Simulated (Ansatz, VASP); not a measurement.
## In in VASP and in Ansatz

```xyz
1
Lattice="-1.8825 1.8825 1.8825 1.8825 -1.8825 1.8825 1.8825 1.8825 -1.8825" Properties=species:S:1:pos:R:3 pbc="T T T"
In    0.0000    0.0000    0.0000
```

Alike in both runs: functional PBE0; k mesh 6 × 6 × 6; occupations fermi-dirac, width 0.05 eV; no spin polarisation.

|  | VASP | Ansatz |
| --- | --- | --- |
| version | VASP 6.6.1 | Ansatz 0.2.0 |
| potentials or method | VASP PAW PBE potentials, release 64 (In_d) | Ansatz PAW |
| plane-wave cutoff (eV) | 520 | 420 |
| valence electrons in the cell | 13 | 13 |
| task | single point | projected density of states |

|  | VASP | Ansatz | Ansatz less VASP |
| --- | --- | --- | --- |
| gap on the k mesh at the Fermi level (eV) | none | none | - |
| pressure (GPa) | -0.8 | -0.6 | +0.22 |

A gap of «none» marks a metal or a gap that the smearing closes.

The k mesh is coarse, so the values compare programs but aren't converged.
